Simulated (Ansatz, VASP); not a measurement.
## Two plane-wave programs on Nb2Sn

Contents of POSCAR:

```
Nb2Sn
1.0
    3.3660269546      0.0000000000      0.0000000000
   -1.6830134773      2.9150648525      0.0000000000
    0.0000000000      0.0000000000      5.3488848266
Nb Sn
2 1
Direct
    0.3333333333      0.6666666667      0.2535635792
    0.6666666667      0.3333333333      0.7464364208
    0.0000000000      0.0000000000      0.0000000000
```

Contents of INCAR.step1:

```
SYSTEM = Nb2Sn
ALGO = Normal
EDIFF = 1E-4
ENCUT = 520
GGA = PE
ISMEAR = 0
LASPH = .True.
LCHARG = .False.
LREAL = .False.
LWAVE = .True.
NBANDS = 27
NELM = 80
PREC = Accurate
SIGMA = 0.1
```

Contents of INCAR.step2:

```
SYSTEM = Nb2Sn
ALGO = Normal
EDIFF = 1E-6
ENCUT = 520
ISIF = 2
ISMEAR = 0
ISTART = 1
LASPH = .True.
LCHARG = .False.
LMIXTAU = .True.
LREAL = .False.
LWAVE = .False.
METAGGA = R2SCAN
NBANDS = 27
NELM = 80
PREC = Accurate
SIGMA = 0.1
```

File KPOINTS:

```
k-points
0
Gamma
  6 6 4
  0 0 0
```

Input for Ansatz:

```yaml
crystal:
  lattice:
    - [3.3660269546, 0.0, 0.0]
    - [-1.6830134773, 2.9150648525, 0.0]
    - [0.0, 0.0, 5.3488848266]
  atoms:
    - { symbol: Nb, position: [0.3333333333, 0.6666666667, 0.2535635792] }
    - { symbol: Nb, position: [0.6666666667, 0.3333333333, 0.7464364208] }
    - { symbol: Sn, position: [0.0, 0.0, 0.0] }
basis:
  ecutwfc: 500
kpoints:
  mp_grid: { grid: [6, 6, 4] }
hamiltonian:
  xc: r2scan
scf:
  occupations: { method: gaussian, width: 0.1 }
output:
  forces: true
  stress: true
  eigenvalues: true
```

Alike in both runs: task single point; functional r2SCAN; k mesh 6 × 6 × 4; occupations gaussian, width 0.1 eV; no spin polarisation.

|  | VASP | Ansatz |
| --- | --- | --- |
| version | VASP 6.6.1 | Ansatz 0.2.0 |
| potentials or method | VASP PAW PBE potentials, release 64 (Nb_sv, Sn_d), cutoff 520 eV | scalar-relativistic, plane waves, PAW |
| valence electrons in the cell | 40 | 40 |

Ansatz gave:

```
gap on the k mesh at the Fermi level (eV) : none
rms of the force components (eV/Å)        : 5.074
```

Q: What did VASP give for the same quantities?

A: gap on the k mesh at the Fermi level (eV): none; rms of the force components (eV/Å): 5.127.

VASP's potentials were made for PBE, not for r2SCAN. Atom by atom the forces differ by 0.053 eV/Å (rms over components). A gap of «none» marks a metal or a gap that the smearing closes.
